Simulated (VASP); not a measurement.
# Mo (P6_3/mmc) in VASP: a series of runs

Mo is run at these levels: LDA; tasks: relaxation of cell and atoms.

Program: VASP 6.6.1. These are calculated values, not measurements. Logs are shortened: lines on timing, memory, paths and dates and some standing lists are left out, and cuts for length are marked.

## Step 1: The cell of the first run

The structure is hexagonal, space group P6_3/mmc (No. 194). Conventional cell: a = 2.760 Å, b = 2.760 Å, c = 4.472 Å, α = 90.00°, β = 90.00°, γ = 120.00°. Mo (site symmetry -6m2) has 12 Mo at 2.75 to 2.76 Å within 3.6 Å.

## Step 2: Relaxation of cell and atoms, LDA, target pressure 6.5 GPa, at which the enthalpy is minimised

Input file INCAR:

```
  PREC = Accurate
  ENCUT = 600
  EDIFF = 1E-6
  ISMEAR = -1
  SIGMA = 0.05
  LREAL = F
  LASPH = T
  NELM = 80
  ALGO = Normal
  ISIF = 3
  LWAVE = F
  LCHARG = F
  IBRION = 2
  NSW = 60
  EDIFFG = -0.005
  PSTRESS = 65.0
```

Input file KPOINTS:

```
regular mesh
0
Gamma
  16 16 9
```

Input file POSCAR:

```
Mo
1.0
    2.7602393707      0.0000000000      0.0000000000
   -1.3801196853      2.3904374156      0.0000000000
    0.0000000000      0.0000000000      4.4715877805
Mo
2
Direct
    0.3333333333      0.6666666667      0.2500000000
    0.6666666667      0.3333333333      0.7500000000
```

Potentials or basis: VASP PAW LDA potentials, release 64 (Mo_sv).

On the command line:

```sh
> cat potpaw_LDA.64/Mo_sv/POTCAR > POTCAR
> mpirun -np 1 vasp_std > vasp.out
```

OUTCAR:

```text
PREC = Accurate
   ENCUT = 600
   EDIFF = 1E-6
   ISMEAR = -1
   LREAL = F
   LASPH = T
   NELM = 80
   ISIF = 3
   IBRION = 2
   NSW = 60
   EDIFFG = -0.005
   PSTRESS = 65.0

 ion  position               nearest neighbor table
   1  0.333  0.667  0.250-   2 2.75   2 2.75   2 2.75   2 2.75   2 2.75   2 2.75
   2  0.667  0.333  0.750-   1 2.75   1 2.75   1 2.75   1 2.75   1 2.75   1 2.75

  LATTYP: Found a hexagonal cell.
 ALAT       =     2.7602393707
 C/A-ratio  =     1.6200000000

  Lattice vectors:

 A1 = (   2.7602393707,   0.0000000000,   0.0000000000)
 A2 = (  -1.3801196853,   2.3904374156,   0.0000000000)
 A3 = (   0.0000000000,   0.0000000000,   4.4715877805)

Analysis of symmetry for initial positions (statically):
=====================================================================
 Subroutine PRICEL returns:
 Original cell was already a primitive cell.

 Routine SETGRP: Setting up the symmetry group for a
 hexagonal supercell.

 Subroutine GETGRP returns: Found 24 space group operations
 (whereof 12 operations were pure point group operations)
 out of a pool of 24 trial point group operations.

The static configuration has the point symmetry D_3d.
 The point group associated with its full space group is D_6h.

Analysis of symmetry for dynamics (positions and initial velocities):
=====================================================================
 Subroutine PRICEL returns:
 Original cell was already a primitive cell.

 Routine SETGRP: Setting up the symmetry group for a
 hexagonal supercell.

 Subroutine GETGRP returns: Found 24 space group operations
 (whereof 12 operations were pure point group operations)
 out of a pool of 24 trial point group operations.

The dynamic configuration has the point symmetry D_3d.
 The point group associated with its full space group is D_6h.

 Subroutine INISYM returns: Found 24 space group operations
 (whereof 12 operations are pure point group operations),
 and found     1 'primitive' translations

----------------------------------------------------------------------------------------

                                     Primitive cell

  volume of cell :      29.5043

  direct lattice vectors                    reciprocal lattice vectors
[... 97 lines left out ...]
   PSTRESS=   65.0 pullay stress
   NELECT =      28.0000    total number of electrons
   NUPDOWN=      -1.0000    fix difference up-down
   EMIN   =  10.00;   EMAX   =-10.00  energy-range for DOS
   EFERMI =   0.00;   METHOD = LEGACY
   ISMEAR =    -1;   SIGMA  =   0.05  broadening in eV -4-tet -1-fermi 0-gaus
   EFERMI_NEDOS =   21; number of points for ismear=-14 and -15
   IALGO  =     38    algorithm
   IMIX   =      4    mixing-type and parameters
     AMIX     =   0.40;   BMIX     =  1.00
     AMIX_MAG =   1.60;   BMIX_MAG =  1.00
  volume/ion in A,a.u.               =      14.75        99.55
  Fermi-wavevector in a.u.,A,eV,Ry     =   1.608788  3.040169 35.214593  2.588200
  Thomas-Fermi vector in A             =   2.704602
   LORBIT       =      0    0 simple, 1 ext, 2 COOP (PROOUT), +10 PAW based schemes
   GGA     = CA    functional components
   LHFCALC =     F    Hartree Fock is set to
   AEXX    =    0.0000 exact exchange contribution
   IVDW    =     0    specifies the selected vdW correction
   LEPSILON=     F    determine dielectric tensor
   LRPA    =     F    only Hartree local field effects (RPA)
 conjugate gradient relaxation of ions
 non-spin polarized calculation
  energy-cutoff  :      600.00
  volume of cell :       29.50
 maximum number of plane-waves:      1010
 NGX is ok and might be reduce to    24
   NGX = 11   NGY = 11   NGZ = 17

--------------------------------------- Ionic step        1  -------------------------------------------

 number of electron      27.9999998 magnetization

 Free energy of the ion-electron system (eV)
  ---------------------------------------------------
  ext. energy  EPLUGINS =         0.00000000
  ---------------------------------------------------
  free energy    TOTEN  =       -23.30045359 eV

  energy without entropy =      -23.27555673  energy(sigma->0) =      -23.28800516

------------------------ aborting loop because EDIFF is reached ----------------------------------------

  FORCE on cell =-STRESS in cart. coord.  units (eV):
  Direction    XX          YY          ZZ          XY          YZ          ZX
  --------------------------------------------------------------------------------------
  -------------------------------------------------------------------------------------
  Total        1.7716730      1.7716730      1.9492206      0.0000000      0.0000000      0.0000000
  in kB       96.2073531     96.2073531    105.8487393      0.0000000      0.0000000      0.0000000
  external PRESSURE =      34.4211485 kB  Pullay stress =      65.0000000 kB
[... 97 lines left out ...]
  energy  without entropy=      -23.2933369708  energy(sigma->0) =      -23.30607413

  enthalpy is  TOTEN    =       -22.1072994026 eV   P V=        1.2115118799

[... ionic steps 4 to 10 ...]

--------------------------------------- Ionic step       11  -------------------------------------------

 number of electron      28.0000004 magnetization

------------------------ aborting loop because EDIFF is reached ----------------------------------------
[... 71 lines left out ...]
--------------------------------------- Ionic step       13  -------------------------------------------

 number of electron      28.0000005 magnetization

 Free energy of the ion-electron system (eV)
  ---------------------------------------------------
  ext. energy  EPLUGINS =         0.00000000
  ---------------------------------------------------
  free energy    TOTEN  =       -23.36840839 eV

  energy without entropy =      -23.34909740  energy(sigma->0) =      -23.35875290

 E-fermi :  12.8067     XC(G=0): -13.8057

 val. band max:       12.8026232144   @ k =   0.3750   0.0000   0.2222
 cond. band min:      12.8122406480   @ k =   0.1875   0.0625   0.0000
 fundamental gap:      0.0096174336
 Fermi energy:        12.8066869984

 k-point     1 :       0.0000    0.0000    0.0000
  band No.  band energies     occupation
      1     -47.6915      2.00000
      2     -47.4696      2.00000
      3     -22.5819      2.00000
      4     -21.2155      2.00000
      5     -21.0842      2.00000
      6     -21.0842      2.00000
[... 481 lines left out ...]
      5     -22.0079      2.00000
      6     -21.5972      2.00000
[... 10 lines left out ...]
     17      16.1765      0.00000
     18      16.6226      0.00000

 [... further k-points ...]
[... 5 lines left out ...]
  --------------------------------------------------------------------------------------
  -------------------------------------------------------------------------------------
  Total        1.2170433      1.2170433      1.2238662      0.0000000      0.0000000     -0.0000000
  in kB       64.9109884     64.9109884     65.2748871      0.0000000      0.0000000     -0.0000000
  external PRESSURE =       0.0322879 kB  Pullay stress =      65.0000000 kB
[... 21 lines left out ...]
  energy  without entropy=      -23.3490974045  energy(sigma->0) =      -23.35875290

  enthalpy is  TOTEN    =       -22.1496962060 eV   P V=        1.2187121800

 reached required accuracy - stopping structural energy minimisation
```

OSZICAR:

```text
N       E                     dE             d eps       ncg     rms          rms(c)
DAV:   1     0.350150563935E+03    0.35015E+03   -0.19507E+04  5400   0.185E+03
DAV:   2    -0.133629471100E+02   -0.36351E+03   -0.35883E+03  5728   0.545E+02
[... 101 lines left out ...]
DAV:   1    -0.234460212808E+02   -0.66071E-01   -0.22389E+00  5400   0.175E+01    0.327E+00
DAV:   2    -0.233737250879E+02    0.72296E-01   -0.18719E-01  5472   0.458E+00    0.536E-01
DAV:   3    -0.233678076245E+02    0.59175E-02   -0.29156E-02  6062   0.163E+00    0.530E-01
DAV:   4    -0.233684464769E+02   -0.63885E-03   -0.71878E-04  6010   0.243E-01    0.521E-02
DAV:   5    -0.233684093285E+02    0.37148E-04   -0.31947E-04  5920   0.177E-01    0.117E-02
DAV:   6    -0.233684083860E+02    0.94243E-06   -0.46670E-06  5732   0.222E-02
  13 F= -.22149696E+02 E0= -.22140041E+02  d E =-.413547E-04
```

CONTCAR:

```text
Mo
   1.00000000000000
     2.7006992741198270    0.0000000000229438    0.0000000000000000
    -1.3503496369911216    2.3388741794433003   -0.0000000000000000
    -0.0000000000000000   -0.0000000000000000    4.7557091943716712
  Mo
     2
Direct
     0.3333333332999970    0.6666666667000030    0.2500000000000000
     0.6666666667000030    0.3333333332999970    0.7500000000000000

  0.00000000E+00  0.00000000E+00  0.00000000E+00
  0.00000000E+00  0.00000000E+00  0.00000000E+00
```

Run time: 4.2 min. Hardware: 1 thread of Intel Xeon 6975P-C, shared host; peak memory 0.21 GiB.

Results:

| Property | Result |
| --- | --- |
| Free energy | -23.3684 eV |
| Relaxed volume | 15.02 Å³/atom |
| Relaxed cell | a = 2.701 Å, b = 2.701 Å, c = 4.756 Å, α = 90.00°, β = 90.00°, γ = 120.00° |
| Space group after relaxing (to 0.05 Å) | P6_3/mmc (No. 194) |
| Energy change on relaxing (the enthalpy is what falls) | -34.0 meV/atom |
| Ionic steps | 13 |
| Pressure after relaxing | 6.5 GPa |
| Band gap on the k mesh | zero (band 14 reaches 14.28 eV, above the bottom of band 15 at 12.12 eV) |

Step by step:
| step | energy change (eV) | largest force (eV/Å) | pressure (GPa) | volume (Å³) |
| --- | --- | --- | --- | --- |
| 1 | 0.0000 | 0.0000 | 9.94 | 29.50 |
| 2 | -0.0299 | 0.0000 | -2.72 | 30.88 |
| 3 | -0.0184 | 0.0000 | 6.37 | 29.86 |
| 4 | -0.0181 | 0.0000 | 6.41 | 29.86 |
| 5 | -0.0199 | 0.0000 | 6.38 | 29.87 |
| 6 | -0.0282 | 0.0000 | 6.34 | 29.91 |
| 7 | -0.0542 | 0.0000 | 6.52 | 29.97 |
| 8 | -0.0431 | 0.0000 | 7.97 | 30.03 |
| 9 | -0.0659 | 0.0000 | 6.77 | 30.00 |
| 10 | -0.0666 | 0.0000 | 6.84 | 30.01 |
| 11 | -0.0665 | 0.0000 | 6.83 | 30.01 |
| 12 | -0.0795 | 0.0000 | 2.75 | 30.45 |
| 13 | -0.0680 | 0.0000 | 6.50 | 30.04 |

Final structure:
```xyz
2
Lattice="2.7007 0.0000 0.0000 -1.3503 2.3389 0.0000 0.0000 0.0000 4.7557" Properties=species:S:1:pos:R:3 pbc="T T T"
Mo    0.0000    1.5592    1.1889
Mo    1.3504    0.7796    3.5668
```

Levels at points of the mesh, in eV from the Fermi level:
```
           k point  band 10  band 11  band 12  band 13  band 14  band 15  band 16  band 17  band 18
(0.00, 0.00, 0.00)    -5.03    -1.82    -0.78    -0.78    -0.20    -0.20     0.94     1.46     1.46
(0.50, 0.00, 0.00)    -4.58    -4.38    -1.24    -0.58    -0.29    -0.12     4.06     4.84     5.13
```

Caveat: the cell is relaxed towards a set pressure, so the enthalpy falls and the energy may rise.

## Step 3: Relaxation of cell and atoms, LDA, target pressure 6.5 GPa, at which the enthalpy is minimised

This run uses another cell than the first one, of 14.96 Å³/atom, 1.014 times its volume.

Input file INCAR:

```
SYSTEM = Mo
ALGO = Normal
EDIFF = 1E-6
EDIFFG = -0.005
ENCUT = 600
GGA = CA
IBRION = 2
ISIF = 3
ISMEAR = -1
LASPH = .True.
LCHARG = .False.
LREAL = .False.
LWAVE = .False.
NELM = 100
NSW = 32
PREC = Accurate
PSTRESS = 65.0
SIGMA = 0.05
```

Input file KPOINTS:

```
k-points
0
Gamma
  16 16 9
  0 0 0
```

Input file POSCAR:

```
Mo
1.0
    2.6968014859      0.0000000000      0.0000000000
   -1.3484007429      2.3354985958      0.0000000000
    0.0000000000      0.0000000000      4.7512546419
Mo
2
Direct
    0.3333333333      0.6666666667      0.2500000000
    0.6666666667      0.3333333333      0.7500000000
```

Potentials or basis: VASP PAW LDA potentials, release 64 (Mo_sv).

On the command line:

```sh
> cat potpaw_LDA.64/Mo_sv/POTCAR > POTCAR
> mpirun -np 1 vasp_std > vasp.out
```

Run time: 84 s. Hardware: 1 thread of Intel Xeon 6975P-C, shared host; peak memory 0.21 GiB.

Results (log left out):

```
Free energy                                            : -23.3689 eV
Relaxed volume                                         : 15.02 Å³/atom
Relaxed cell                                           : a = 2.701 Å, b = 2.701 Å, c = 4.757 Å, α = 90.00°, β = 90.00°, γ = 120.00°
Space group after relaxing (to 0.05 Å)                 : P6_3/mmc (No. 194)
Energy change on relaxing (the enthalpy is what falls) : -2.6 meV/atom
Ionic steps                                            : 3
Pressure after relaxing                                : 6.5 GPa
Band gap on the k mesh                                 : zero (band 14 reaches 14.28 eV, above the bottom of band 15 at 12.12 eV)
```

The path:
| step | energy change (eV) | largest force (eV/Å) | pressure (GPa) | volume (Å³) |
| --- | --- | --- | --- | --- |
| 1 | 0.0000 | 0.0000 | 7.62 | 29.93 |
| 2 | -0.0154 | 0.0000 | 3.25 | 30.38 |
| 3 | -0.0052 | 0.0000 | 6.49 | 30.04 |

Final structure:
```xyz
2
Lattice="2.7005 0.0000 0.0000 -1.3503 2.3387 0.0000 0.0000 0.0000 4.7566" Properties=species:S:1:pos:R:3 pbc="T T T"
Mo    0.0000    1.5592    1.1891
Mo    1.3503    0.7796    3.5674
```

Levels at points of the mesh, in eV from the Fermi level:
```tsv
k point	band 10	band 11	band 12	band 13	band 14	band 15	band 16	band 17	band 18
(0.00, 0.00, 0.00)	-5.03	-1.83	-0.78	-0.78	-0.20	-0.20	0.94	1.46	1.46
(0.50, 0.00, 0.00)	-4.58	-4.38	-1.24	-0.58	-0.29	-0.12	4.06	4.84	5.13
```

Caveat: the cell is relaxed towards a set pressure, so the enthalpy falls and the energy may rise.
